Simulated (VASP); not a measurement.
Input of a VASP 6.6.1 run:

Contents of INCAR:

```
PREC = Accurate ; ENCUT = 520
EDIFF = 1E-7 ; ISMEAR = 0
SIGMA = 0.15 ; LREAL = F
LASPH = T ; NELM = 100
ALGO = Fast ; ISIF = 2
LWAVE = F ; LCHARG = F
GGA = PE ; NBANDS = 21
```

Contents of KPOINTS:

```
regular mesh
0
Gamma
  24 24 14
```

Contents of POSCAR:

```
Ru
1.0
    2.8560263454      0.0000000000      0.0000000000
   -1.4280131727      2.4733913690      0.0000000000
    0.0000000000      0.0000000000      4.4041887339
Ru
2
Direct
    0.3333333333      0.6666666667      0.2500000000
    0.6666666667      0.3333333333      0.7500000000
```

Potentials or basis: VASP PAW PBE potentials, release 64 (Ru_pv).

The run is started by

```sh
$ cat potpaw_PBE.64/Ru_pv/POTCAR > POTCAR
$ mpirun -np 1 vasp_std > vasp.out
```

What does it give for the band gap on the k mesh?

Zero (bands 14 and 15 overlap by 2.59 eV).

Predict the pressure.

-27.9 GPa.

Stress tensor (GPa, compression positive):
```
-29.42   0.00   0.00
  0.00 -29.42   0.00
  0.00   0.00 -25.00
```

Caveat: the cell differs from its parent crystal (strain +0.050 along x and y, +0.025 along z); the cell stands under tension.
